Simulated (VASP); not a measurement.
A run of VASP 6.6.1 is set up as follows.

Contents of POSCAR:

```
WC
1.0
    2.9635046684      0.0000000000      0.0000000000
   -1.4817523342      2.5664703270      0.0000000000
    0.0000000000      0.0000000000      2.8922337321
W C
1 1
Direct
    0.0000000000      0.0000000000      0.0000000000
    0.6666666667      0.3333333333      0.5000000000
```

File INCAR.step1:

```
  PREC = Accurate
  ENCUT = 910
  ISMEAR = -1
  SIGMA = 0.05
  LREAL = F
  LASPH = T
  NELM = 120
  NBANDS = 16
  GGA = PE
  ALGO = Normal
  EDIFF = 1E-5
  LWAVE = T
  LCHARG = F
  GGA_COMPAT = F
```

File INCAR.step2:

```
  PREC = Accurate
  ENCUT = 910
  EDIFF = 1E-6
  ISMEAR = -1
  SIGMA = 0.05
  LREAL = F
  LASPH = T
  NELM = 120
  ALGO = Normal
  ISIF = 2
  LWAVE = F
  LCHARG = F
  METAGGA = R2SCAN
  LMIXTAU = T
  NBANDS = 16
  ISTART = 1
  GGA_COMPAT = F
```

Contents of KPOINTS:

```
regular mesh
0
Gamma
  10 10 9
```

Potentials or basis: VASP PAW PBE potentials, release 64 (W_sv, C_h).

Run with:

```console
$ cat potpaw_PBE.64/W_sv/POTCAR potpaw_PBE.64/C_h/POTCAR > POTCAR
$ cp INCAR.step1 INCAR
$ mpirun -np 1 vasp_std > vasp.out
$ cp INCAR.step2 INCAR
$ mpirun -np 1 vasp_std > vasp.out
```

Question: Predict the pressure.

Answer: -18.4 GPa.

Question: Predict the band gap on the k mesh.

Answer: Zero (bands 9 and 10 overlap by 1.13 eV).

Stress tensor (GPa, compression positive):
```
-16.74   0.00   0.00
  0.00 -16.74   0.00
  0.00   0.00 -21.60
```

Caveat: the cutoff is under 1.25 times the usual one of these potentials, so pressure, stress and relaxed cells hold a basis-set (Pulay) error; the cell stands under tension; the PAW data sets were made with another functional, which shifts forces and pressure a little; spin-orbit coupling is left out, which moves the levels of the heavy elements.
